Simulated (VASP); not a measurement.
Write the native input for VASP 6.6.1 that does the following.

```
Task                   : single point
Functional             : LDA
Potentials or basis    : VASP PAW LDA potentials, release 64 (Y_sv)
Cutoff                 : 520 eV
k mesh                 : 12 × 12 × 12
Occupations            : fermi-dirac, width 0.08 eV
Spin                   : no spin polarisation
Dipole correction      : no
Further INCAR settings : ALGO = Normal; EDIFF = 1e-06; NBANDS = 12
```

The structure of Y lies in POSCAR:

```
Y
1.0
    3.1515627505      0.0000000000      0.0000000000
    0.0000000000      3.1515627505      0.0000000000
    0.0000000000      0.0000000000      3.1515627505
Y
1
Direct
    0.0000000000      0.0000000000      0.0000000000
```

This isn't the form of Y at room conditions, which is hcp.

These files were run (other wordings do the same):

INCAR

```
PREC = Accurate ; ENCUT = 520
EDIFF = 1E-6 ; ISMEAR = -1
SIGMA = 0.08 ; LREAL = False
LASPH = True ; NELM = 60
ALGO = Normal ; ISIF = 2
LWAVE = False ; LCHARG = True
LELF = True ; LVHAR = True
NBANDS = 12
```

KPOINTS

```
Automatic mesh
0
Gamma
  12 12 12
```

Potentials or basis: VASP PAW LDA potentials, release 64 (Y_sv).

The run is started by

```sh
$ cat potpaw_LDA.64/Y_sv/POTCAR > POTCAR
$ mpirun -np 1 vasp_std > vasp.out
```

It gave:

* Pressure: -0.7 GPa
* Band gap on the k mesh: zero (an odd number of electrons rules out a gap without spin polarisation)

Wall time 11 s on 1 thread of AMD EPYC 9R45 96-Core Processor (Zen 5), with other jobs on the host, peak memory 0.13 GiB.
